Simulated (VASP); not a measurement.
Write the native input for VASP 6.6.1 that does the following.

| Property | Result |
| --- | --- |
| Task | single point |
| Functional | LDA |
| Potentials or basis | VASP PAW LDA potentials, release 64 (Mg, Cd) |
| Cutoff | 520 eV |
| k mesh | 5 × 5 × 5 |
| Occupations | gaussian, width 0.15 eV |
| Spin | no spin polarisation |
| Dipole correction | no |
| Further INCAR settings | ALGO = Normal; EDIFF = 1e-07; NBANDS = 27 |

The structure of MgCd3 lies in POSCAR:

```
MgCd3
1.0
    4.5368525264      0.0000000000      0.0000000000
    0.0000000000      4.5368525264      0.0000000000
    0.0000000000      0.0000000000      4.5368525264
Mg Cd
1 3
Direct
    0.0000000000      0.0000000000      0.0000000000
    0.5000000000      0.5000000000      0.0000000000
    0.5000000000      0.0000000000      0.5000000000
    0.0000000000      0.5000000000      0.5000000000
```

One way to write it, as run:

INCAR

```
PREC     = Accurate       # precision mode
ENCUT    = 520            # plane-wave cutoff, eV
EDIFF    = 1E-7           # SCF threshold, eV
ISMEAR   = 0              # smearing method
SIGMA    = 0.15           # smearing width, eV
LREAL    = False          # projectors in reciprocal space
LASPH    = True           # aspherical terms in the spheres
NELM     = 100            # most SCF steps
ALGO     = Normal         # electronic algorithm
ISIF     = 2              # what is computed and relaxed
LWAVE    = False          # write WAVECAR
LCHARG   = False          # write CHGCAR
NBANDS   = 27             # bands
```

KPOINTS

```
regular mesh
0
Gamma
  5 5 5
```

Potentials or basis: VASP PAW LDA potentials, release 64 (Mg, Cd).

Run with:

```bash
$ cat potpaw_LDA.64/Mg/POTCAR potpaw_LDA.64/Cd/POTCAR > POTCAR
$ mpirun -np 1 vasp_std > vasp.out
```

It gave:

The pressure is -7.0 GPa and the band gap on the k mesh is zero (band 19 reaches 3.20 eV, above the bottom of band 20 at 1.30 eV).

It took 8.4 s on 1 thread of Intel(R) Xeon(R) 6975P-C (Granite Rapids), on a shared host, peak memory 0.18 GiB.
